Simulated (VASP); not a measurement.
Runs of VASP 6.6.1 on MoSe3. The structure is that of space group Pm-3m (No. 221), or close to it. The cells are those of the table. 

| task | cell | k mesh | cutoff (eV) | gap on the mesh (eV) | pressure (GPa) | moment (μB) |
| --- | --- | --- | --- | --- | --- | --- |
| relaxation of cell and atoms | relaxed from a = 4.498 Å, 4 atoms | 4 × 4 × 4 | 600 | none | -0.3 | (b) |
| single point | a = 4.267 Å, 4 atoms | 12 × 12 × 12 | 500 | none | 0.1 | (a) |
| single point | a = 4.498 Å, 4 atoms | 4 × 4 × 4 | 520 | none | -12.4 | 0.08 |
| single point | a = 4.279 Å, 4 atoms | 4 × 4 × 4 | 520 | none | 0.4 | 2.85 |

Alike in all rows: level PBE; potentials or basis VASP PAW PBE potentials, release 64 (Mo_sv, Se); spin collinear; smearing gaussian 0.1 eV.

Q: Estimate the missing entries.

A: (a) 2.38; (b) 0.00.

Caveats: some runs use coarse meshes; the cell stands under tension (at least some runs).

A k mesh can miss the band edges, and the runs leave out spin-orbit coupling on Mo, Se.

A gap of «none» marks levels without a gap at the run's occupations.
